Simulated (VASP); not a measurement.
Here is a VASP 6.6.1 calculation.

The input POSCAR:

```
Si
1.0
   -3.1782953363      3.1782953363      1.8535837679
    3.1782953363     -3.1782953363      1.8535837679
    3.1782953363      3.1782953363     -1.8535837679
Si
4
Direct
    0.1796400180      0.1796400180      0.3592800359
    0.8203599820      0.8203599820      0.6407199641
    0.1796400180      0.8203599820      0.0000000000
    0.8203599820      0.1796400180      0.0000000000
```

INCAR.step1

```
ALGO     = Normal         # electronic algorithm
EDIFF    = 1E-4           # SCF threshold, eV
ENCUT    = 600            # plane-wave cutoff, eV
GGA      = PE             # functional
ISMEAR   = 0              # smearing method
LASPH    = T              # aspherical terms in the spheres
LCHARG   = F              # write CHGCAR
LREAL    = F              # projectors in reciprocal space
LWAVE    = T              # write WAVECAR
NELM     = 60             # most SCF steps
PREC     = Accurate       # precision mode
SIGMA    = 0.02           # smearing width, eV
```

File INCAR.step2:

```
ALGO     = Normal         # electronic algorithm
EDIFF    = 1E-7           # SCF threshold, eV
EDIFFG   = -0.01          # ionic threshold
ENCUT    = 600            # plane-wave cutoff, eV
IBRION   = 2              # ionic algorithm
ISIF     = 4              # what is computed and relaxed
ISMEAR   = 0              # smearing method
ISTART   = 1            
LASPH    = T              # aspherical terms in the spheres
LCHARG   = F              # write CHGCAR
LMIXTAU  = T            
LREAL    = F              # projectors in reciprocal space
LWAVE    = F              # write WAVECAR
METAGGA  = R2SCAN         # meta-GGA
NELM     = 60             # most SCF steps
NSW      = 50             # ionic steps
PREC     = Accurate       # precision mode
SIGMA    = 0.02           # smearing width, eV
```

Contents of KPOINTS:

```
k-points
0
Gamma
  10 10 10
```

Potentials or basis: VASP PAW PBE potentials, release 64 (Si).

Command:

```bash
$ cat potpaw_PBE.64/Si/POTCAR > POTCAR
$ cp INCAR.step1 INCAR
$ mpirun -np 1 vasp_std > vasp.out
$ cp INCAR.step2 INCAR
$ mpirun -np 1 vasp_std > vasp.out
```

Predict the band gap on the k mesh.

0.04 eV (least direct gap 0.14 eV).

The path:
```csv
step,energy change (eV),largest force (eV/Å),pressure (GPa),volume (Å³)
1,0.0000,0.0599,14.47,74.90
2,-0.0004,0.0312,14.41,74.90
3,-0.0004,0.0205,14.42,74.90
4,-0.0005,0.0070,14.38,74.90
5,-0.0005,0.0000,14.39,74.90
```

Caveat: semilocal functionals underestimate gaps, and a narrow one can read as zero; the PAW data sets were made with another functional, which shifts forces and pressure a little. A k mesh can miss the band edges.
